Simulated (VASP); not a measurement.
Write the native input for VASP 6.6.1 that does the following.

| Property | Result |
| --- | --- |
| Task | density of states |
| Functional | PBEsol |
| Potentials or basis | VASP PAW PBE potentials, release 64 (Cs_sv) |
| Cutoff | 520 eV |
| k mesh | 8 × 8 × 8 |
| Occupations | fermi-dirac, width 0.08 eV |
| Spin | no spin polarisation |
| Dipole correction | no |
| k mesh for the DOS | 12 × 12 × 12 |
| Occupations for the DOS | tetrahedron |
| Further INCAR settings | ALGO = Normal; EDIFF = 1e-06; NBANDS = 10 |

Crystal: Cs.

```
CELL_PARAMETERS angstrom
3.62700 0.00000 0.00000
0.00000 3.62700 0.00000
0.00000 0.00000 3.62700
ATOMIC_POSITIONS crystal
Cs 0.00000 0.00000 0.00000
```

This cell differs from its parent crystal: volume scaled by 0.4.

The input as run:

POSCAR

```
Cs
1.0
    3.6269970383      0.0000000000      0.0000000000
    0.0000000000      3.6269970383      0.0000000000
    0.0000000000      0.0000000000      3.6269970383
Cs
1
Direct
    0.0000000000      0.0000000000      0.0000000000
```

INCAR.step1

```
PREC     = Accurate       # precision mode
ENCUT    = 520            # plane-wave cutoff, eV
EDIFF    = 1E-6           # SCF threshold, eV
ISMEAR   = -1             # smearing method
SIGMA    = 0.08           # smearing width, eV
LREAL    = F              # projectors in reciprocal space
LASPH    = T              # aspherical terms in the spheres
NELM     = 100            # most SCF steps
ALGO     = Normal         # electronic algorithm
ISIF     = 2              # what is computed and relaxed
LWAVE    = F              # write WAVECAR
LCHARG   = T              # write CHGCAR
GGA      = PS             # functional
NBANDS   = 10             # bands
```

KPOINTS.step1

```
Automatic mesh
0
Gamma
  8 8 8
```

INCAR.step2

```
PREC     = Accurate       # precision mode
ENCUT    = 520            # plane-wave cutoff, eV
EDIFF    = 1E-6           # SCF threshold, eV
ISMEAR   = -5             # smearing method
SIGMA    = 0.08           # smearing width, eV
LREAL    = F              # projectors in reciprocal space
LASPH    = T              # aspherical terms in the spheres
NELM     = 100            # most SCF steps
ALGO     = Normal         # electronic algorithm
ISIF     = 2              # what is computed and relaxed
LWAVE    = F              # write WAVECAR
LCHARG   = F              # write CHGCAR
GGA      = PS             # functional
LORBIT   = 10             # projections on sites
NBANDS   = 10             # bands
NEDOS    = 2001           # points of the DOS
ICHARG   = 11             # starting density
```

KPOINTS.step2

```
Automatic mesh
0
Gamma
  12 12 12
```

Potentials or basis: VASP PAW PBE potentials, release 64 (Cs_sv).

Command:

```sh
$ cat potpaw_PBE.64/Cs_sv/POTCAR > POTCAR
$ cp INCAR.step1 INCAR
$ cp KPOINTS.step1 KPOINTS
$ mpirun -np 1 vasp_std > vasp.out
$ cp INCAR.step2 INCAR
$ cp KPOINTS.step2 KPOINTS
$ mpirun -np 1 vasp_std > vasp.out
```

Results of the run:

```json
{"Valence electrons inside the program's atomic spheres": "Cs 6.59"}
```

Caveat: spin-orbit coupling is left out, which moves the levels of the heavy elements.

Wall time 46 s on 1 thread of Intel Xeon 6975P-C, on a shared host, peak memory 0.17 GiB.
